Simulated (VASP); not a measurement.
A run of VASP 6.6.1 is set up as follows.

The input INCAR:

```
SYSTEM = ZnS
  PREC = Accurate
  ENCUT = 520
  EDIFF = 1E-7
  ISMEAR = 0
  SIGMA = 0.05
  LREAL = .False.
  LASPH = .True.
  NELM = 60
  ALGO = Normal
  ISIF = 2
  LWAVE = .False.
  LCHARG = .False.
  GGA = PE
  NBANDS = 16
```

Contents of KPOINTS:

```
Automatic mesh
0
Gamma
  10 10 10
  0 0 0
```

POSCAR

```
ZnS
1.0
    0.0000000000      2.7046500000      2.6640802500
    2.7046500000      0.0000000000      2.6640802500
    2.7046500000      2.7046500000      0.0000000000
Zn S
1 1
Direct
    0.0000000000      0.0000000000      0.0000000000
    0.7500000000      0.7500000000      0.7500000000
```

Potentials or basis: VASP PAW PBE potentials, release 64 (Zn, S).

The run is started by

```bash
$ cat potpaw_PBE.64/Zn/POTCAR potpaw_PBE.64/S/POTCAR > POTCAR
$ mpirun -np 1 vasp_std > vasp.out
```

Q: Predict the band gap on the k mesh.

A: 2.13 eV, direct.

Q: What does it give for the pressure?

A: 2.7 GPa.

Stress tensor (GPa, compression positive):
```
2.53 0.00 0.00
0.00 2.53 0.00
0.00 0.00 3.10
```

Caveat: the cell differs from its parent crystal (strain +0.000 along x and y, -0.015 along z).
